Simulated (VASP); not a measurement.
The system is Na.

```
CELL_PARAMETERS angstrom
4.28000 0.00000 0.00000
0.00000 4.28000 0.00000
0.00000 0.00000 4.28000
ATOMIC_POSITIONS crystal
Na 0.00000 0.00000 0.00000
Na 0.50000 0.50000 0.50000
```

* Program: VASP 6.6.1
* Task: relaxation of cell and atoms
* Functional: LDA
* Potentials or basis: VASP PAW LDA potentials, release 64 (Na_pv)
* Cutoff: 600 eV
* k mesh: 5 × 5 × 5
* Occupations: fermi-dirac, width 0.1 eV
* Spin: no spin polarisation

At the start: pressure -1.1 GPa; volume 39.20 Å³/atom.

Question: Where does the relaxation end?

Answer: Over 3 steps the energy falls by 21.5 meV/atom and the volume is 33.61 Å³/atom (-14.3 %); space group Im-3m (No. 229, to 0.05 Å).

The path:
```csv
step,energy change (eV),largest force (eV/Å),pressure (GPa),volume (Å³)
1,0.0000,0.0000,-1.06,78.40
2,-0.0175,0.0000,-0.88,75.50
3,-0.0431,0.0000,-0.04,67.22
```

Final structure:
```
Na
1.0
     4.06607    0.00000    0.00000
     0.00000    4.06607    0.00000
     0.00000    0.00000    4.06607
Na
2
Direct
  0.00000 0.00000 0.00000
  0.50000 0.50000 0.50000
```
